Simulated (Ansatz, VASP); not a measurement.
One calculation of Si3B4, two programs

```
CELL_PARAMETERS angstrom
0.00072 0.00034 3.41086
7.82050 0.00143 0.00173
-3.90901 6.76290 -0.00021
ATOMIC_POSITIONS crystal
Si 0.75005 0.65383 0.61751
Si 0.74923 0.96371 0.34626
Si 0.25001 0.61737 0.96384
Si 0.24997 0.34616 0.38248
Si 0.25074 0.03628 0.65374
Si 0.75000 0.38264 0.03616
B 0.25015 0.57207 0.69213
B 0.24898 0.12001 0.42777
B 0.74996 0.69204 0.12022
B 0.74987 0.42792 0.30787
B 0.75099 0.87999 0.57224
B 0.25006 0.30796 0.87978
B 0.24958 0.33344 0.66653
B 0.75041 0.66656 0.33347
```

Change from the starting cell: cell x1, atoms moved at random (sigma 0.05 Å) and cell strained at random (1.5 %), then relaxed without symmetry.

Alike in both runs: functional PBE; k mesh 6 × 3 × 3; occupations gaussian, width 0.2 eV; no spin polarisation.

Ansatz relaxed the structure, and its values are those at the end. VASP's run is a single point on that final structure, the one shown.

```csv
,VASP,Ansatz
version,VASP 6.6.1,Ansatz 0.2.0
potentials or method,"VASP PAW PBE potentials, release 64 (Si, B), cutoff 520 eV","scalar-relativistic, plane waves, PAW"
valence electrons in the cell,48,48
```

|  | VASP | Ansatz | Ansatz less VASP |
| --- | --- | --- | --- |
| gap on the k mesh at the Fermi level (eV) | none | none | - |
| pressure (GPa) | 0.0 | 0.1 | +0.08 |
| rms of the force components (eV/Å) | 0.008 | 0.006 | -0.0019 |

A gap of «none» marks a metal or a gap that the smearing closes. With one functional, cell and mesh, what is left measures potentials, basis and numerics.
